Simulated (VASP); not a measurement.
# TiAl3 in VASP: a series of runs

The runs below take TiAl3 through single point, with PBEsol.

Program: VASP 6.6.1. These are calculated values, not measurements. Logs are shortened: lines on timing, memory, paths and dates and some standing lists are left out, and cuts for length are marked.

## 1. The cell of the first run

The structure is orthorhombic, space group Pmm2 (No. 25). The conventional cell has a = 1.503 Å, b = 2.477 Å, c = 2.593 Å, α = 90.00°, β = 90.00°, γ = 90.00°. Ti (site symmetry mm2) has 10 Al at 1.50 to 1.51 Å and 2 Ti at 1.50 Å within 2.0 Å. Al (site symmetry mm2) has 4 Ti at 1.50 Å and 8 Al at 1.50 to 1.51 Å within 2.0 Å. Al (site symmetry mm2) has 8 Al at 1.49 to 1.51 Å and 4 Ti at 1.51 Å within 2.0 Å. Within 2.0 Å of Al (site symmetry mm2) lie 10 Al at 1.49 to 1.51 Å and 2 Ti at 1.51 Å.

## 2. Single point, PBEsol

Contents of INCAR:

```
PREC     = Accurate       # precision mode
ENCUT    = 500            # plane-wave cutoff, eV
EDIFF    = 1E-6           # SCF threshold, eV
ISMEAR   = 0              # smearing method
SIGMA    = 0.1            # smearing width, eV
LREAL    = False          # projectors in reciprocal space
LASPH    = True           # aspherical terms in the spheres
NELM     = 120            # most SCF steps
ALGO     = Normal         # electronic algorithm
ISIF     = 2              # what is computed and relaxed
LWAVE    = False          # write WAVECAR
LCHARG   = False          # write CHGCAR
GGA      = PS             # functional
NBANDS   = 18             # bands
GGA_COMPAT= False
```

Contents of KPOINTS:

```
regular mesh
0
Gamma
  14 10 10
```

Contents of POSCAR:

```
TiAl3
1.0
    1.5026917558      0.0000000000      0.0000000000
    0.0000000000      2.4772172397      0.0000000000
    0.0000000000      0.0000000000      2.5933599493
Ti Al
1 3
Direct
    0.0000000000      0.5000000000      0.1659160000
    0.5000000000      0.5000000000      0.6672710000
    0.5000000000      0.0000000000      0.3309120000
    0.0000000000      0.0000000000      0.8359000000
```

Potentials or basis: VASP PAW PBE potentials, release 64 (Ti_sv, Al).

The run is started by

```bash
$ cat potpaw_PBE.64/Ti_sv/POTCAR potpaw_PBE.64/Al/POTCAR > POTCAR
$ mpirun -np 1 vasp_std > vasp.out
```

OUTCAR:

```text
PREC = Accurate
   ENCUT = 500
   EDIFF = 1E-6
   ISMEAR = 0
   LREAL = False
   LASPH = True
   NELM = 120
   ISIF = 2
   GGA = PS

 ion  position               nearest neighbor table
   1  0.000  0.500  0.166-   2 1.50   2 1.50   2 1.50   2 1.50   4 1.51   4 1.51   3 1.51   3 1.51
                             3 1.51   3 1.51   4 2.13   4 2.13   4 2.13   4 2.13   4 2.13   4 2.13
   2  0.500  0.500  0.667-   1 1.50   1 1.50   1 1.50   1 1.50   4 1.51   4 1.51   4 1.51   4 1.51
                             3 1.51   3 1.51   3 2.12   3 2.12   3 2.13   3 2.13   3 2.13   3 2.13
   3  0.500  0.000  0.331-   4 1.49   4 1.49   4 1.51   4 1.51   1 1.51   1 1.51   1 1.51   1 1.51
                             2 1.51   2 1.51   2 2.12   2 2.12   2 2.13   2 2.13   2 2.13   2 2.13
   4  0.000  0.000  0.836-   3 1.49   3 1.49   1 1.51   1 1.51   3 1.51   3 1.51   2 1.51   2 1.51
                             2 1.51   2 1.51   1 2.13   1 2.13   1 2.13   1 2.13   1 2.13   1 2.13

 -----------------------------------------------------------------------------
|                                                                             |
|           W    W    AA    RRRRR   N    N  II  N    N   GGGG   !!!           |
|           W    W   A  A   R    R  NN   N  II  NN   N  G    G  !!!           |
|           W    W  A    A  R    R  N N  N  II  N N  N  G       !!!           |
|           W WW W  AAAAAA  RRRRR   N  N N  II  N  N N  G  GGG   !            |
|           WW  WW  A    A  R   R   N   NN  II  N   NN  G    G                |
|           W    W  A    A  R    R  N    N  II  N    N   GGGG   !!!           |
|                                                                             |
|     The distance between some ions is very small. Please check the          |
|     nearest-neighbor list in the OUTCAR file.                               |
|     I HOPE YOU KNOW WHAT YOU ARE DOING!                                     |
|                                                                             |
 -----------------------------------------------------------------------------

  LATTYP: Found a simple orthorhombic cell.
 ALAT       =     1.5026917558
 B/A-ratio  =     1.6485198845
 C/A-ratio  =     1.7258096608

  Lattice vectors:

 A1 = (   1.5026917558,   0.0000000000,   0.0000000000)
 A2 = (   0.0000000000,   2.4772172397,   0.0000000000)
 A3 = (   0.0000000000,   0.0000000000,   2.5933599493)

Analysis of symmetry for initial positions (statically):
=====================================================================
 Subroutine PRICEL returns:
 Original cell was already a primitive cell.

 Routine SETGRP: Setting up the symmetry group for a
 simple orthorhombic supercell.

 Subroutine GETGRP returns: Found  4 space group operations
 (whereof  4 operations were pure point group operations)
 out of a pool of  8 trial point group operations.

The static configuration has the point symmetry C_2v.

Analysis of symmetry for dynamics (positions and initial velocities):
=====================================================================
 Subroutine PRICEL returns:
 Original cell was already a primitive cell.

 Routine SETGRP: Setting up the symmetry group for a
 simple orthorhombic supercell.

 Subroutine GETGRP returns: Found  4 space group operations
 (whereof  4 operations were pure point group operations)
 out of a pool of  8 trial point group operations.

The dynamic configuration has the point symmetry C_2v.

 Subroutine INISYM returns: Found  4 space group operations
 (whereof  4 operations are pure point group operations),
 and found     1 'primitive' translations

----------------------------------------------------------------------------------------

                                     Primitive cell

  volume of cell :       9.6538

  direct lattice vectors                    reciprocal lattice vectors
     1.502691756  0.000000000  0.000000000     0.665472474  0.000000000  0.000000000
     0.000000000  2.477217240  0.000000000     0.000000000  0.403678767  0.000000000
     0.000000000  0.000000000  2.593359949     0.000000000  0.000000000  0.385600156

  length of vectors
     1.502691756  2.477217240  2.593359949     0.665472474  0.403678767  0.385600156

  position of ions in fractional coordinates (direct lattice)
     0.000000000  0.500000000  0.165916000
     0.500000000  0.500000000  0.667271000
     0.500000000  0.000000000  0.330912000
     0.000000000  0.000000000  0.835900000

  ion indices of the primitive-cell ions
   primitive index   ion index
                 1           1
                 2           2
                 3           3
                 4           4

----------------------------------------------------------------------------------------

 KPOINTS: regular mesh

Automatic generation of k-mesh.
 Grid dimensions read from file:
 generate k-points for:   14   10   10

 Generating k-lattice:

  Cartesian coordinates                     Fractional coordinates (reciprocal lattice)
     0.047533748  0.000000000  0.000000000     0.071428571  0.000000000  0.000000000
     0.000000000  0.040367877  0.000000000     0.000000000  0.100000000  0.000000000
     0.000000000  0.000000000  0.038560016     0.000000000  0.000000000  0.100000000

  Length of vectors
     0.047533748  0.040367877  0.038560016

  Shift w.r.t. Gamma in fractional coordinates (k-lattice)
     0.000000000  0.000000000  0.000000000

 Subroutine IBZKPT returns following result:
 ===========================================

 Found    288 irreducible k-points:

 Following reciprocal coordinates:
            Coordinates               Weight
  0.000000  0.000000  0.000000      1.000000
  0.071429  0.000000  0.000000      2.000000
  0.142857  0.000000  0.000000      2.000000
  0.214286  0.000000  0.000000      2.000000
  0.285714  0.000000  0.000000      2.000000
  0.357143  0.000000  0.000000      2.000000
[... 16 lines left out ...]
  0.428571  0.200000  0.000000      4.000000
  0.500000  0.200000  0.000000      2.000000
 [... further k-points ...]
   k-points           NKPTS =    288   k-points in BZ     NKDIM =    288   number of bands    NBANDS=     18
   number of dos      NEDOS =    301   number of ions     NIONS =      4
   total plane-waves  NPLWV =   4320
   dimension x,y,z NGX =    12 NGY =   18 NGZ =   20
   dimension x,y,z NGXF=    24 NGYF=   36 NGZF=   40
   ions per type =               1   3
   NGX,Y,Z   is equivalent  to a cutoff of  13.28, 12.08, 12.82 a.u.
   NGXF,Y,Z  is equivalent  to a cutoff of  26.55, 24.16, 25.64 a.u.
 SYSTEM =  unknown system
   PREC   = accura    normal or accurate (medium, high low for compatibility)
   ISTART =      0    job   : 0-new  1-cont  2-samecut
   ICHARG =      2    charge: 1-file 2-atom 10-const
   ISPIN  =      1    spin polarized calculation?
   LNONCOLLINEAR =      F non collinear calculations
   LSORBIT =      F    spin-orbit coupling
   LASPH  =      T    aspherical Exc in radial PAW
   ENCUT  =  500.0 eV  36.75 Ry    6.06 a.u.   2.74  4.52  4.73*2*pi/ulx,y,z
   NELM   =    120;   NELMIN=  2; NELMDL= -5     # of ELM steps
   EDIFF  = 0.1E-05   stopping-criterion for ELM
   LREAL  =      F    real-space projection
   EDIFFG = 0.1E-04   stopping-criterion for IOM
   NSW    =      0    number of steps for IOM
   IBRION =     -1    ionic relax: 0-MD 1-quasi-New 2-CG
   NFREE  =      0    steps in history (QN), initial steepest desc. (CG)
   ISIF   =      2    stress and relaxation
   ISYM   =      2    0-nonsym 1-usesym 2-fastsym
   POTIM  = 0.5000    time-step for ionic-motion
   TEBEG  =    0.0;   TEEND  =   0.0 temperature during run
   PSTRESS=    0.0 pullay stress
   NELECT =      21.0000    total number of electrons
   NUPDOWN=      -1.0000    fix difference up-down
   EMIN   =  10.00;   EMAX   =-10.00  energy-range for DOS
   EFERMI =   0.00;   METHOD = LEGACY
   ISMEAR =     0;   SIGMA  =   0.10  broadening in eV -4-tet -1-fermi 0-gaus
   EFERMI_NEDOS =   21; number of points for ismear=-14 and -15
   IALGO  =     38    algorithm
   IMIX   =      4    mixing-type and parameters
     AMIX     =   0.40;   BMIX     =  1.00
     AMIX_MAG =   1.60;   BMIX_MAG =  1.00
  volume/ion in A,a.u.               =       2.41        16.29
  Fermi-wavevector in a.u.,A,eV,Ry     =   2.121203  4.008493 61.219471  4.499504
  Thomas-Fermi vector in A             =   3.105597
   LORBIT       =      0    0 simple, 1 ext, 2 COOP (PROOUT), +10 PAW based schemes
   GGA     = PS    functional components
   LHFCALC =     F    Hartree Fock is set to
   AEXX    =    0.0000 exact exchange contribution
   IVDW    =     0    specifies the selected vdW correction
   LEPSILON=     F    determine dielectric tensor
   LRPA    =     F    only Hartree local field effects (RPA)
 non-spin polarized calculation
 Gauss-broadening in eV      SIGMA  =   0.10
  energy-cutoff  :      500.00
  volume of cell :        9.65
 maximum number of plane-waves:       257
 NGX is ok and might be reduce to    12

 number of electron      21.0000002 magnetization

 Free energy of the ion-electron system (eV)
  ---------------------------------------------------
  ext. energy  EPLUGINS =         0.00000000
  ---------------------------------------------------
  free energy    TOTEN  =       194.43760482 eV

  energy without entropy =      194.44358226  energy(sigma->0) =      194.44059354

 E-fermi :  53.4671     XC(G=0): -21.2654

 val. band max:       53.4665085130   @ k =   0.4286   0.1000   0.3000
 cond. band min:      53.4683093822   @ k =   0.1429   0.5000   0.4000
 fundamental gap:      0.0018008692
 Fermi energy:        53.4670628805

 k-point     1 :       0.0000    0.0000    0.0000
  band No.  band energies     occupation
      1     -15.0847      2.00000
      2      10.2944      2.00000
      3      10.8685      2.00000
      4      26.8300      2.00000
      5      31.7725      2.00000
      6      37.4819      2.00000
[... 10 lines left out ...]
     17      76.1081      0.00000
     18      80.5607      0.00000
[... 463 lines left out ...]
 k-point    24 :       0.5000    0.2000    0.0000
  band No.  band energies     occupation
      1      -6.4536      2.00000
      2       2.0666      2.00000
      3      13.5059      2.00000
      4      14.4516      2.00000
      5      35.1969      2.00000
      6      37.7602      2.00000
[... 10 lines left out ...]
     17      74.5773      0.00000
     18      78.1791      0.00000

 [... further k-points ...]

------------------------ aborting loop because EDIFF is reached ----------------------------------------

  FORCE on cell =-STRESS in cart. coord.  units (eV):
  Direction    XX          YY          ZZ          XY          YZ          ZX
  --------------------------------------------------------------------------------------
  -------------------------------------------------------------------------------------
  Total      351.2787100    300.8452543    312.8586532      0.0000000      0.0000000      0.0000000
  in kB    58299.6053247  49929.4693631  51923.2606027      0.0000000      0.0000000      0.0000000
  external PRESSURE =   53384.1117635 kB  Pullay stress =       0.0000000 kB

 VOLUME and BASIS-vectors are now :
 -----------------------------------------------------------------------------
  energy-cutoff  :      500.00
  volume of cell :        9.65
      direct lattice vectors                 reciprocal lattice vectors
     1.502691756  0.000000000  0.000000000     0.665472474  0.000000000  0.000000000
     0.000000000  2.477217240  0.000000000     0.000000000  0.403678767  0.000000000
     0.000000000  0.000000000  2.593359949     0.000000000  0.000000000  0.385600156

 POSITION                                       TOTAL-FORCE (eV/Angst)
 -----------------------------------------------------------------------------------
      0.00000      1.23861      0.43028         0.000000      0.000000     -7.964001
      0.75135      1.23861      1.73047         0.000000      0.000000     -2.359027
      0.75135      0.00000      0.85817         0.000000      0.000000    -14.041811
      0.00000      0.00000      2.16779         0.000000      0.000000     24.364839
 -----------------------------------------------------------------------------------
    total drift:                                0.000000     -0.000000     -0.000012

  FREE ENERGIE OF THE ION-ELECTRON SYSTEM (eV)
  ---------------------------------------------------
  free  energy   TOTEN  =       194.4376048171 eV

  energy  without entropy=      194.4435822617  energy(sigma->0) =      194.44059354
```

Wall time 2.1 min (1 thread of Intel Xeon 8259CL, shared host); peak memory 0.16 GiB.

The run converged, but its numbers aren't listed here, since they failed a check.

Caveat: atoms lie so close that the PAW spheres overlap strongly, which falsifies energies and pressures; the stress differs along the axes, from 4993 to 5830 GPa; the PAW data sets were made with another functional, which shifts forces and pressure a little.

## 3. Single point, PBEsol

This run uses another cell than the first one: it holds 16 atoms, not 4.

Contents of INCAR:

```
ALGO = Normal
EDIFF = 1E-6
ENCUT = 500
GGA = PS
GGA_COMPAT = F
ISIF = 2
ISMEAR = 0
LASPH = T
LCHARG = T
LELF = T
LREAL = F
LVHAR = T
LWAVE = F
NBANDS = 56
NELM = 120
PREC = Accurate
SIGMA = 0.1
```

Contents of KPOINTS:

```
k-points
0
Gamma
  2 4 4
```

Contents of POSCAR:

```
TiAl3
1.0
   11.3587080000      0.0000000000      0.0000000000
    0.0000000000      4.6812640000      0.0000000000
    0.0000000000      0.0000000000      4.9007420000
Ti Al
4 12
Direct
    0.0003322533      0.5033048596      0.1683105611
    0.2505584175      0.5023985009      0.1594712907
    0.4995007732      0.5063033722      0.1668607777
    0.7558985708      0.5139546400      0.1746187211
    0.1256942963      0.4831622392      0.6680310235
    0.3744775721      0.5064934406      0.6647037244
    0.6278342771      0.5049925405      0.6786713924
    0.8773884761      0.5001983385      0.6695414695
    0.1267263935      0.0005915535      0.3228721419
    0.3721463944     -0.0096090016      0.3332167063
    0.6283650621      0.0068903294      0.3198702604
    0.8748571822     -0.0014946569      0.3318241104
   -0.0042688888     -0.0072507715      0.8396617552
    0.2502617579     -0.0021693077      0.8337479403
    0.4987969758     -0.0012857226      0.8387048127
    0.7547945947      0.0075239567      0.8258921797
```

Potentials or basis: VASP PAW PBE potentials, release 64 (Ti_sv, Al).

The run is started by

```bash
$ cat potpaw_PBE.64/Ti_sv/POTCAR potpaw_PBE.64/Al/POTCAR > POTCAR
$ mpirun -np 1 vasp_std > vasp.out
```

It took 14 min on 1 thread of Intel Xeon 8259CL, shared host; peak memory 0.44 GiB.

It converged, with:

```
Free energy            : -86.0513 eV
Pressure               : -2.1 GPa
Largest force          : 0.594 eV/Å
Band gap on the k mesh : zero (bands 42 and 43 overlap by 0.84 eV)
```

Forces on the atoms (eV/Å):
```
Ti   0.064 -0.115 -0.101
Ti   0.056 -0.170  0.158
Ti   0.087 -0.223  0.032
Ti  -0.338 -0.361 -0.329
Al  -0.061  0.245 -0.081
Al   0.089 -0.243  0.065
Al  -0.093 -0.029 -0.267
Al   0.030 -0.045 -0.006
Al  -0.142 -0.071  0.120
Al   0.214  0.465 -0.111
Al  -0.137  0.032  0.176
Al   0.192  0.278  0.015
Al   0.306  0.087 -0.022
Al  -0.066  0.005  0.095
Al   0.036  0.174 -0.046
Al  -0.238 -0.028  0.301
```

Stress tensor (GPa, compression positive):
```
-2.19  0.01  0.12
 0.01 -3.00 -0.14
 0.12 -0.14 -1.18
```

Levels at points of the mesh, in eV from the Fermi level:
```
           k point  band 40  band 41  band 42  band 43  band 44  band 45
(0.00, 0.00, 0.00)    -0.41    -0.23    -0.14     0.33     0.55     0.71
(0.50, 0.00, 0.00)    -0.30    -0.14    -0.12     0.23     0.32     0.73
(0.00, 0.50, 0.00)    -0.51    -0.34    -0.26    -0.17    -0.09     0.36
(0.50, 0.50, 0.00)    -1.26    -1.24    -1.15     0.02     0.05     0.44
(0.00, 0.00, 0.50)    -0.37    -0.29    -0.23    -0.18    -0.15     0.29
(0.50, 0.00, 0.50)    -1.05    -0.54    -0.50    -0.10    -0.06     0.22
(0.00, 0.50, 0.50)     0.21     0.33     0.36     0.39     0.43     0.63
(0.50, 0.50, 0.50)     0.04     0.10     0.13     0.69     0.70     0.78
```

Caveat: the PAW data sets were made with another functional, which shifts forces and pressure a little.

(Part 1 of 2 ends here.)

The gap in the log of VASP goes by the Fermi energy; the results here count the filled bands.